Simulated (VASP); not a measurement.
Set up this calculation in VASP 6.6.1, as the native input.

```
Task                   : single point
Functional             : PBE
Potentials or basis    : VASP PAW PBE potentials, release 64 (H, Rh_pv)
Cutoff                 : 520 eV
k mesh                 : 18 × 18 × 4
Occupations            : gaussian, width 0.1 eV
Spin                   : no spin polarisation
Dipole correction      : no
Further INCAR settings : ALGO = Normal; EDIFF = 1e-07; NBANDS = 26
```

The structure of H2Rh lies in POSCAR:

```
H2Rh
1.0
    2.7095244856      0.0000000000      0.0000000000
   -1.3547622428      2.3465170367      0.0000000000
    0.0000000000      0.0000000000     10.0197416270
H Rh
4 2
Direct
    0.3333333333      0.6666666667      0.6523789861
    0.6666666667      0.3333333333      0.1523789861
    0.3333333333      0.6666666667      0.8476210139
    0.6666666667      0.3333333333      0.3476210139
    0.3333333333      0.6666666667      0.2500000000
    0.6666666667      0.3333333333      0.7500000000
```

The input as run:

INCAR

```
SYSTEM = H2Rh
PREC     = Accurate       ! precision mode
ENCUT    = 520            ! plane-wave cutoff, eV
EDIFF    = 1E-7           ! SCF threshold, eV
ISMEAR   = 0              ! smearing method
SIGMA    = 0.1            ! smearing width, eV
LREAL    = .False.        ! projectors in reciprocal space
LASPH    = .True.         ! aspherical terms in the spheres
NELM     = 80             ! most SCF steps
ALGO     = Normal         ! electronic algorithm
ISIF     = 2              ! what is computed and relaxed
LWAVE    = .False.        ! write WAVECAR
LCHARG   = .False.        ! write CHGCAR
GGA      = PE             ! functional
NBANDS   = 26             ! bands
```

KPOINTS

```
regular mesh
0
Gamma
  18 18 4
  0 0 0
```

Potentials or basis: VASP PAW PBE potentials, release 64 (H, Rh_pv).

The run is started by

```bash
$ cat potpaw_PBE.64/H/POTCAR potpaw_PBE.64/Rh_pv/POTCAR > POTCAR
$ mpirun -np 1 vasp_std > vasp.out
```

Results of the run:

```json
{"Pressure": "-0.1 GPa", "Largest force": "0.003 eV/Å", "Band gap on the k mesh": "zero (band 17 reaches 6.28 eV, above the bottom of band 18 at 2.45 eV)"}
```

It took 77 s on 1 thread of Intel(R) Xeon(R) 6975P-C (Granite Rapids), with other jobs on the host, peak memory 0.28 GiB.
